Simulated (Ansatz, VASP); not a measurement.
Two plane-wave programs on La2O3

File INCAR:

```
SYSTEM = La2O3
PREC = Accurate ; ENCUT = 600
EDIFF = 1E-7 ; ISMEAR = 0
SIGMA = 0.01 ; LREAL = .FALSE.
LASPH = .TRUE. ; NELM = 80
ALGO = Normal ; ISIF = 3
LWAVE = .FALSE. ; LCHARG = .FALSE.
GGA = RE ; IVDW = 12
IBRION = 2 ; NSW = 80
EDIFFG = -0.005
```

The input KPOINTS:

```
Automatic mesh
0
G
  6 6 4
  0 0 0
```

POSCAR

```
La2O3
1.0
    3.9307780000      0.0000000000      0.0000000000
   -1.9653890000      3.4041530000      0.0000000000
    0.0000000000      0.0000000000      6.1119540000
La O
2 3
Direct
    0.6666666667      0.3333333333      0.7537640000
    0.3333333333      0.6666666667      0.2462360000
    0.6666666667      0.3333333333      0.3541090000
    0.3333333333      0.6666666667      0.6458910000
    0.0000000000      0.0000000000      0.0000000000
```

Input for Ansatz:

```yaml
crystal:
  lattice:
    - [3.930778, 0.0, 0.0]
    - [-1.965389, 3.404153, 0.0]
    - [0.0, 0.0, 6.111954]
  atoms:
    - { symbol: La, position: [0.6666666666666666, 0.3333333333333333, 0.753764] }
    - { symbol: La, position: [0.3333333333333333, 0.6666666666666666, 0.246236] }
    - { symbol: O, position: [0.6666666666666666, 0.3333333333333333, 0.354109] }
    - { symbol: O, position: [0.3333333333333333, 0.6666666666666666, 0.645891] }
    - { symbol: O, position: [0.0, 0.0, 0.0] }
basis:
  ecutwfc: 571.4391111657479
kpoints:
  mp_grid:
    grid: [6, 6, 4]
hamiltonian:
  xc: revpbe
  dispersion: d3bj
scf:
  occupations:
    method: fixed
relax:
  f_tol: 0.005
  cell: {}
```

Alike in both runs: task relaxation of cell and atoms; functional revPBE; dispersion D3(BJ); k mesh 6 × 6 × 4; no spin polarisation.

```csv
,VASP,Ansatz
version,VASP 6.6.1,Ansatz 0.2.0
potentials or method,"VASP PAW PBE potentials, release 64 (La, O), cutoff 600 eV","plane waves, PAW"
occupations,"gaussian, width 0.01 eV",fixed
valence electrons in the cell,40,40
```

|  | VASP | Ansatz | Ansatz less VASP |
| --- | --- | --- | --- |
| relaxed volume (Å³/atom) | 16.20 | 16.26 | +0.060 |
| relaxed length of the cell vector where the two differ most in proportion (Å) | 6.090 | 6.099 | +0.0086 |

VASP's potentials were made for PBE, not for revPBE.

Spin-orbit coupling is off throughout.
